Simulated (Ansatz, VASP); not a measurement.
CdF2: VASP beside Ansatz

```
CELL_PARAMETERS angstrom
0.00000 2.69400 2.69400
2.69400 0.00000 2.69400
2.69400 2.69400 0.00000
ATOMIC_POSITIONS crystal
Cd 0.96785 0.96785 0.96785
F 0.25000 0.25000 0.25000
F 0.75000 0.75000 0.75000
```

Change from the starting cell: all Cd atoms moved -0.300 Å, as atom 1 along Cartesian [1 1 1].

Alike in both runs: task single point; functional r2SCAN; k mesh 8 × 8 × 8; occupations gaussian, width 0.05 eV; no spin polarisation.

```csv
,VASP,Ansatz
version,VASP 6.6.1,Ansatz 0.2.0
potentials or method,"VASP PAW PBE potentials, release 64 (Cd, F), cutoff 520 eV","scalar-relativistic, plane waves, PAW"
valence electrons in the cell,26,34
```

```tsv
	VASP	Ansatz	Ansatz less VASP
gap on the k mesh at the Fermi level (eV)	3.75	3.81	+0.061
least direct gap on the mesh (eV)	4.24	4.30	+0.059
pressure (GPa)	7.0	5.7	-1.37
traceless stress, the component that is largest in VASP (GPa)	4.17	3.84	-0.330
rms of the force components (eV/Å)	1.151	1.043	-0.1084
```

VASP's potentials were made for PBE, not for r2SCAN. Atom by atom the forces differ by 0.108 eV/Å (rms over components). VASP's potentials hold 26 valence electrons a cell and Ansatz's 34, so a difference there can come from the potentials and not from the codes.
